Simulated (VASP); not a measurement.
NbC:

```
CELL_PARAMETERS angstrom
0.00000 2.20000 2.20000
2.20000 0.00000 2.20000
2.20000 2.20000 0.00000
ATOMIC_POSITIONS crystal
Nb 0.00000 0.00000 0.00000
C 0.50000 0.50000 0.50000
```

Base run:

- Program: VASP 6.6.1
- Functional: PBE
- Dispersion: D3(BJ)
- Potentials or basis: VASP PAW PBE potentials, release 64 (Nb_sv, C)
- Cutoff: 600 eV
- k mesh: 10 × 10 × 10
- Occupations: gaussian, width 0.05 eV
- Spin: no spin polarisation

Its results: pressure 10.6 GPa.

Q: The run is repeated on the same cell with these changes: dispersion from D3(BJ) to none. What comes out?

A: Pressure 18.7 GPa.

Dispersion adds attraction, which lowers the pressure at fixed volume and, as a term added to the energy, leaves the levels alone.

Caveats: three body term missing (some runs); pairwise dispersion overbinds metals, which lowers pressure and volume (some runs).
